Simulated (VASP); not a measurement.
Here is a VASP 6.6.1 calculation.

File INCAR:

```
SYSTEM = Ti
  AGGAC = 1.0
  AGGAX = 1.0
  ALDAC = 0.0
  ALDAX = 1.0
  ALGO = Normal
  EDIFF = 1E-6
  ENCUT = 500
  GGA = B5
  GGA_COMPAT = .False.
  ISIF = 2
  ISMEAR = 0
  ISPIN = 2
  ISYM = 0
  LASPH = .True.
  LCHARG = .False.
  LMAXMIX = 4
  LORBIT = 11
  LREAL = .False.
  LWAVE = .False.
  MAGMOM = 0
  NBANDS = 16
  NELM = 200
  PREC = Accurate
  SIGMA = 0.13605693122994
```

File KPOINTS:

```
k-points
0
Gamma
  2 7 4
  0 0 0
```

Contents of POSCAR:

```
Ti
1.0
    0.0000000000      2.0300000000      2.0300000000
    2.0300000000      0.0000000000      2.0300000000
    2.0300000000      2.0300000000      0.0000000000
Ti
1
Direct
    0.0000000000      0.0000000000      0.0000000000
```

Potentials or basis: VASP PAW PBE potentials, release 64 (Ti_sv).

The run is started by

```bash
$ cat potpaw_PBE.64/Ti_sv/POTCAR > POTCAR
$ mpirun -np 1 vasp_std > vasp.out
```

Question: What does it give for the net moment?

Answer: 0.00 μB per cell.

Question: What does it give for the band gap on the k mesh?

Answer: Zero (filled and empty bands overlap).

Stress tensor (GPa, compression positive):
```
  9.53   1.62  -2.69
  1.62  -2.28 -12.32
 -2.69 -12.32  -3.07
```

Caveat: the k points lie up to 1.34 Å⁻¹ apart; the PAW data sets were made with another functional, which shifts forces and pressure a little.
